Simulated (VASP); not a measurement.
A run of VASP 6.6.1 is set up as follows.

The input INCAR:

```
SYSTEM = Ti
PREC     = Accurate       ! precision mode
ENCUT    = 520            ! plane-wave cutoff, eV
EDIFF    = 1E-6           ! SCF threshold, eV
ISMEAR   = -1             ! smearing method
SIGMA    = 0.05           ! smearing width, eV
LREAL    = .FALSE.        ! projectors in reciprocal space
LASPH    = .TRUE.         ! aspherical terms in the spheres
NELM     = 60             ! most SCF steps
ALGO     = Fast           ! electronic algorithm
ISIF     = 2              ! what is computed and relaxed
LWAVE    = .FALSE.        ! write WAVECAR
LCHARG   = .FALSE.        ! write CHGCAR
GGA      = B5             ! functional
ALDAX    = 1.0          
AGGAX    = 1.0          
AGGAC    = 1.0          
ALDAC    = 0.0          
NBANDS   = 12             ! bands
```

File KPOINTS:

```
Automatic mesh
0
G
  11 11 11
  0 0 0
```

POSCAR

```
Ti
1.0
    0.0000000000      2.0300000000      2.0300000000
    2.0300000000      0.0000000000      2.0300000000
    2.0300000000      2.0300000000      0.0000000000
Ti
1
Direct
    0.0000000000      0.0000000000      0.0000000000
```

Potentials or basis: VASP PAW PBE potentials, release 64 (Ti_sv).

Run with:

```bash
$ cat potpaw_PBE.64/Ti_sv/POTCAR > POTCAR
$ mpirun -np 1 vasp_std > vasp.out
```

(1) Predict the band gap on the k mesh.

(2) Estimate the pressure.

## Answers

(1) zero (band 6 reaches 9.92 eV, above the bottom of band 7 at 8.79 eV).

(2) 4.7 GPa.

Caveat: the PAW data sets were made with another functional, which shifts forces and pressure a little.
